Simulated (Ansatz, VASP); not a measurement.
# Zn: VASP beside Ansatz

```
Zn
1.0
     2.65564    0.00000    0.00000
    -1.32782    2.29985    0.00000
     0.00000    0.00000    4.96246
Zn
2
Direct
  0.33333 0.66667 0.25000
  0.66667 0.33333 0.75000
```

Alike in both runs: task single point; functional PBE; k mesh 14 × 14 × 7; no spin polarisation.

|  | VASP | Ansatz |
| --- | --- | --- |
| version | VASP 6.6.1 | Ansatz 0.2.0 |
| potentials or method | VASP PAW PBE potentials, release 64 (Zn), cutoff 520 eV | plane waves (420 eV) with PAW, scalar-relativistic |
| occupations | methfessel-paxton of order 1, width 0.1 eV | cold, width 0.1 eV |
| valence electrons in the cell | 24 | 24 |

```csv
,VASP,Ansatz,Ansatz less VASP
pressure (GPa),0.4,0.1,-0.33
"traceless stress, the component that is largest in VASP (GPa)",-1.44,-1.27,+0.169
```
